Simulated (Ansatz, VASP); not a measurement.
## One calculation of Sr4HfO, two programs

The input INCAR:

```
SYSTEM = Sr4HfO
PREC = Accurate
ENCUT = 600
EDIFF = 1E-6
ISMEAR = 0
SIGMA = 0.1
LREAL = .False.
LASPH = .True.
NELM = 60
ALGO = Normal
ISIF = 3
LWAVE = .False.
LCHARG = .False.
GGA = PE
IBRION = 2
NSW = 90
EDIFFG = -0.04
```

Contents of KPOINTS:

```
Automatic mesh
0
Gamma
  3 3 4
  0 0 0
```

POSCAR

```
Sr4HfO
1.0
    5.8534314971      0.0000000000      0.0000000000
   -2.9267157486      5.0692203758      0.0000000000
    0.0000000000      0.0000000000      6.8465502947
Sr Hf O
4 1 1
Direct
    0.3333333333      0.6666666667      0.2555277864
    0.6666666667      0.3333333333      0.2555277864
    0.6666666667      0.3333333333      0.7444722136
    0.3333333333      0.6666666667      0.7444722136
    0.0000000000      0.0000000000      0.5000000000
    0.0000000000      0.0000000000      0.0000000000
```

Input for Ansatz:

```yaml
crystal:
  lattice:
    - [5.8534314971, 0.0, 0.0]
    - [-2.9267157486, 5.0692203758, 0.0]
    - [0.0, 0.0, 6.8465502947]
  atoms:
    - { symbol: Sr, position: [0.3333333333, 0.6666666667, 0.2555277864] }
    - { symbol: Sr, position: [0.6666666667, 0.3333333333, 0.2555277864] }
    - { symbol: Sr, position: [0.6666666667, 0.3333333333, 0.7444722136] }
    - { symbol: Sr, position: [0.3333333333, 0.6666666667, 0.7444722136] }
    - { symbol: Hf, position: [0.0, 0.0, 0.5] }
    - { symbol: O, position: [0.0, 0.0, 0.0] }
basis:
  ecutwfc: 420
kpoints:
  mp_grid: { grid: [3, 3, 4] }
hamiltonian:
  xc: pbe
scf:
  occupations: { method: gaussian, width: 0.1 }
  lower_state_search: "off"
output:
  forces: true
  stress: true
  eigenvalues: true
relax:
  adjacent_minimum: "off"
  f_tol: 0.04
  max_steps: 70
  cell: { stress_tol: 0.4 }
```

Alike in both runs: task relaxation of cell and atoms; functional PBE; k mesh 3 × 3 × 4; occupations gaussian, width 0.1 eV; no spin polarisation.

```csv
,VASP,Ansatz
version,VASP 6.6.1,Ansatz 0.2.0
potentials or method,"VASP PAW PBE potentials, release 64 (Sr_sv, Hf_pv, O), cutoff 600 eV","scalar-relativistic, plane waves, PAW"
valence electrons in the cell,56,72
```

|  | VASP | Ansatz | Ansatz less VASP |
| --- | --- | --- | --- |
| gap on the k mesh at the Fermi level, each at its own relaxed structure (eV) | none | none | - |
| relaxed volume (Å³/atom) | 33.73 | 33.86 | +0.130 |
| relaxed cell length with the largest relative difference (Å) | 5.839 | 5.853 | +0.0145 |

A gap of «none» marks a metal or a gap that the smearing closes. VASP's potentials hold 56 valence electrons a cell and Ansatz's 72, so a difference there can come from the potentials and not from the codes.

The k mesh is coarse, so the values compare programs but aren't converged. Spin-orbit coupling is off throughout.
